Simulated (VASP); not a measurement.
Runs of VASP 6.6.1 on O. The structure is that of space group C2/m (No. 12), or close to it. The cells are those of the table. 

```csv
spin,cell,gap on the mesh (eV),pressure (GPa),largest force (eV/Å)
off,"a = 3.407, b = 3.407, c = 4.504 Å, angles 118.3, 118.3, 60.5°, 2 atoms",none,-4.7,1.77
off,"a = 3.187, b = 3.187, c = 4.212 Å, angles 118.3, 118.3, 60.5°, 2 atoms",none,7.4,4.60
off,"a = 3.355, b = 3.355, c = 4.434 Å, angles 118.3, 118.3, 60.5°, 2 atoms",none,-2.8,0.60
off,"a = 3.127, b = 3.127, c = 4.133 Å, angles 118.3, 118.3, 60.5°, 2 atoms",none,13.1,7.09
off,"a = 3.488, b = 3.488, c = 4.610 Å, angles 118.3, 118.3, 60.5°, 2 atoms",none,(b),3.28
off,"a = 2.958, b = 2.958, c = 3.910 Å, angles 118.3, 118.3, 60.5°, 2 atoms",none,(a),16.49
"collinear, ferromagnetic start","a = 2.958, b = 2.958, c = 3.910 Å, angles 118.3, 118.3, 60.5°, 2 atoms",0.40,45.3,16.66
off,"a = 3.064, b = 3.064, c = 4.050 Å, angles 118.3, 118.3, 60.5°, 2 atoms",none,20.6,10.13
off,"a = 3.245, b = 3.245, c = 4.289 Å, angles 118.3, 118.3, 60.5°, 2 atoms",none,3.1,2.55
```

Alike in all rows: task single point; level PBE; potentials or basis VASP PAW PBE potentials, release 64 (O); k mesh 10 × 10 × 8; cutoff (eV) 520; smearing fermi-dirac 0.05 eV.

**Question.** Estimate the missing entries.

**Answer.** (a) 38.0; (b) -7.0.

Caveats: this functional lacks dispersion, which holds the molecules together, so the pressure and a relaxed volume are unreliable; spin is off for a triplet molecule (at least some runs); forces of over 1 eV/Å act on the atoms, so gaps and moduli don't describe the material at rest (at least some runs); the standard files for N, O and F lose accuracy on very short bonds (at least some runs); the stress differs along the axes, from -10 to -1 GPa (at least some runs); the stress differs along the axes, from -4 to 22 GPa (at least some runs); the stress differs along the axes, from -4 to 36 GPa (at least some runs).

A k mesh can miss the band edges.

A gap of «none» marks levels without a gap at the run's occupations.
